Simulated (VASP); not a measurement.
A run of VASP 6.6.1 is set up as follows.

File POSCAR:

```
GaP
1.0
    1.9430151755      1.1218003346      6.4308101003
   -1.9430151755      1.1218003346      6.4308101003
    0.0000000000     -2.2436006692      6.4308101003
Ga P
2 2
Direct
    0.4353720000      0.4353720000      0.4353720000
    0.5646280000      0.5646280000      0.5646280000
    0.0573890000      0.0573890000      0.0573890000
    0.9426110000      0.9426110000      0.9426110000
```

Contents of INCAR.step1:

```
ALGO = Normal
EDIFF = 1E-4
ENCUT = 520
GGA = PE
ISMEAR = 0
LASPH = True
LCHARG = False
LREAL = False
LWAVE = True
NBANDS = 26
NELM = 80
PREC = Accurate
SIGMA = 0.02
```

File INCAR.step2:

```
ALGO = Normal
EDIFF = 1E-6
ENCUT = 520
ISIF = 2
ISMEAR = 0
ISTART = 1
LASPH = True
LCHARG = False
LMIXTAU = True
LREAL = False
LWAVE = False
METAGGA = R2SCAN
NBANDS = 26
NELM = 80
PREC = Accurate
SIGMA = 0.02
```

Contents of KPOINTS:

```
k-points
0
Gamma
  12 12 12
```

Potentials or basis: VASP PAW PBE potentials, release 64 (Ga_d, P).

The run is started by

```console
$ cat potpaw_PBE.64/Ga_d/POTCAR potpaw_PBE.64/P/POTCAR > POTCAR
$ cp INCAR.step1 INCAR
$ mpirun -np 1 vasp_std > vasp.out
$ cp INCAR.step2 INCAR
$ mpirun -np 1 vasp_std > vasp.out
```

Q: What does it give for the band gap on the k mesh?

A: 1.08 eV (least direct gap 1.48 eV).

Q: Predict the pressure.

A: -2.5 GPa.

Q: Predict the largest force.

A: 0.062 eV/Å.

Forces on the atoms (eV/Å):
```
Ga   0.000  0.000  0.062
Ga   0.000  0.000 -0.062
P    0.000  0.000 -0.010
P    0.000  0.000  0.010
```

Caveat: the PAW data sets were made with another functional, which shifts forces and pressure a little. A k mesh can miss the band edges.
